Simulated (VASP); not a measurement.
WC: single point with PBE

WC:

```xyz
2
Lattice="2.9005 0.0000 0.0000 -1.4503 2.5119 0.0000 0.0000 0.0000 2.8290" Properties=species:S:1:pos:R:3 pbc="T T T"
W     0.0000    0.0000    0.0000
C     1.3841    0.7991    1.3500
```

This cell differs from its parent crystal: all C atoms moved +0.100 Å, as atom 2 towards its neighbour atom 1 (W) at 2.192 Å.

```yaml
Program: VASP 6.6.1
Task: single point
Functional: PBE
Potentials_or_basis: VASP PAW PBE potentials, release 64 (W_sv, C)
Cutoff: 520 eV
k_mesh: 18 × 18 × 16
Occupations: gaussian, width 0.15 eV
Spin: no spin polarisation
Dipole_correction: no
Further_INCAR_settings: ALGO = Normal; EDIFF = 1e-06; NBANDS = 16
```

- Pressure: 11.5 GPa
- Largest force: 1.638 eV/Å
- Band gap on the k mesh: zero (band 9 reaches 11.62 eV, above the bottom of band 10 at 10.62 eV)

Forces on the atoms (eV/Å):
```
W   -1.136 -0.656 -0.981
C    1.136  0.656  0.981
```

Stress tensor (GPa, compression positive):
```
12.67  3.24  1.93
 3.24  8.92  1.12
 1.93  1.12 13.00
```

Levels at points of the mesh, in eV from the Fermi level:
| k point | band 6 | band 7 | band 8 | band 9 | band 10 | band 11 | band 12 | band 13 |
| --- | --- | --- | --- | --- | --- | --- | --- | --- |
| (0.00, 0.00, 0.00) | -4.46 | -3.50 | -3.26 | 0.12 | 3.16 | 3.32 | 5.09 | 6.11 |
| (0.50, 0.00, 0.00) | -7.33 | -3.93 | -3.57 | -0.45 | 2.47 | 4.45 | 4.81 | 7.31 |
| (0.00, 0.50, 0.00) | -6.96 | -3.80 | -3.43 | -0.48 | 2.37 | 4.59 | 4.98 | 6.51 |
| (0.00, 0.00, 0.50) | -8.69 | -2.56 | -1.64 | -0.58 | -0.57 | 3.74 | 3.83 | 5.31 |
| (0.50, 0.00, 0.50) | -6.34 | -4.20 | -3.98 | 0.02 | 4.47 | 5.37 | 6.75 | 8.92 |
| (0.00, 0.50, 0.50) | -6.62 | -4.52 | -4.24 | 0.41 | 4.44 | 5.34 | 6.48 | 9.43 |

Run time: 3.1 min on 1 thread of Intel Xeon 6975P-C, on a shared host, peak memory 0.53 GiB.

Caveat: the cell differs from its parent crystal (all C atoms moved +0.100 Å, as atom 2 towards its neighbour atom 1 (W) at 2.192 Å); spin-orbit coupling is left out, which moves the levels of the heavy elements; forces of over 1 eV/Å act on the atoms, so gaps and moduli don't describe the material at rest.
